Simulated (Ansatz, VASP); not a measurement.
Two plane-wave programs on Ta2N

File INCAR:

```
  PREC = Accurate
  ENCUT = 520
  EDIFF = 1E-7
  ISMEAR = 0
  SIGMA = 0.15
  LREAL = False
  LASPH = True
  NELM = 60
  ALGO = Normal
  ISIF = 2
  LWAVE = False
  LCHARG = True
  GGA = PE
  LELF = True
  LVHAR = True
  NBANDS = 50
```

KPOINTS

```
regular mesh
0
Gamma
  9 9 8
```

The input POSCAR:

```
Ta2N
1.0
    5.1794057167      0.0000000000      0.0000000000
   -2.5897028583      4.4854969272      0.0000000000
    0.0000000000      0.0000000000      5.2166974379
Ta N
6 3
Direct
    0.7023560318      0.7023560318      0.7528547364
    0.0000000000      0.2976439682      0.7528547364
    0.2976439682      0.0000000000      0.7528547364
    0.2976439682      0.2976439682      0.2471452636
    0.0000000000      0.7023560318      0.2471452636
    0.7023560318      0.0000000000      0.2471452636
    0.6666666667      0.3333333333      0.5000000000
    0.3333333333      0.6666666667      0.5000000000
    0.0000000000      0.0000000000      0.0000000000
```

Input for Ansatz:

```yaml
crystal:
  lattice:
    - [5.1794057167, 0.0, 0.0]
    - [-2.5897028583, 4.4854969272, 0.0]
    - [0.0, 0.0, 5.2166974379]
  atoms:
    - { symbol: Ta, position: [0.7023560318, 0.7023560318, 0.7528547364] }
    - { symbol: Ta, position: [0.0, 0.2976439682, 0.7528547364] }
    - { symbol: Ta, position: [0.2976439682, 0.0, 0.7528547364] }
    - { symbol: Ta, position: [0.2976439682, 0.2976439682, 0.2471452636] }
    - { symbol: Ta, position: [0.0, 0.7023560318, 0.2471452636] }
    - { symbol: Ta, position: [0.7023560318, 0.0, 0.2471452636] }
    - { symbol: "N", position: [0.6666666667, 0.3333333333, 0.5] }
    - { symbol: "N", position: [0.3333333333, 0.6666666667, 0.5] }
    - { symbol: "N", position: [0.0, 0.0, 0.0] }
basis:
  ecutwfc: 520.0
kpoints:
  mp_grid: { grid: [9, 9, 8] }
hamiltonian:
  xc: pbe
  pseudopotentials: { kind: paw, azcp: { folder: soft_1 } }
scf:
  occupations: { method: gaussian, width: 0.15 }
output:
  forces: true
  stress: true
  eigenvalues: true
```

Alike in both runs: task single point; functional PBE; k mesh 9 × 9 × 8; occupations gaussian, width 0.15 eV; no spin polarisation.

|  | VASP | Ansatz |
| --- | --- | --- |
| version | VASP 6.6.1 | Ansatz 0.2.0 |
| potentials or method | VASP PAW PBE potentials, release 64 (Ta_pv, N), cutoff 520 eV | scalar-relativistic, plane waves, PAW |
| valence electrons in the cell | 81 | 93 |

Ansatz gave:

```
gap on the k mesh at the Fermi level (eV)                     : none
pressure (GPa)                                                : 13.2
traceless stress, the component that is largest in VASP (GPa) : -15.68
rms of the force components (eV/Å)                            : 3.034
```

Problem. Estimate VASP's values.

Solution. gap on the k mesh at the Fermi level (eV): none; pressure (GPa): 13.8; traceless stress, the component that is largest in VASP (GPa): -15.64; rms of the force components (eV/Å): 3.046.

Atom by atom the forces differ by 0.012 eV/Å (rms over components). A gap of «none» marks a metal or a gap that the smearing closes. VASP's potentials hold 81 valence electrons a cell and Ansatz's 93, so a difference there can come from the potentials and not from the codes.

Spin-orbit coupling is off throughout.
